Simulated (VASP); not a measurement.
Here is a VASP 6.6.1 calculation.

INCAR

```
ALGO = Normal ; EDIFF = 1E-6
ENCUT = 520 ; GGA = PE
ISIF = 2 ; ISMEAR = -1
LASPH = T ; LCHARG = T
LELF = T ; LREAL = F
LVHAR = T ; LWAVE = F
NBANDS = 12 ; NELM = 80
PREC = Accurate ; SIGMA = 0.08
```

Contents of KPOINTS:

```
k-points
0
Gamma
  16 16 16
```

POSCAR

```
Au
1.0
    0.0000000000      2.0747155046      2.0747155046
    2.0747155046      0.0000000000      2.0747155046
    2.0747155046      2.0747155046      0.0000000000
Au
1
Direct
    0.0000000000      0.0000000000      0.0000000000
```

Potentials or basis: VASP PAW PBE potentials, release 64 (Au).

Launch:

```bash
$ cat potpaw_PBE.64/Au/POTCAR > POTCAR
$ mpirun -np 1 vasp_std > vasp.out
```

Task: Estimate the pressure.

Result: 0.6 GPa.
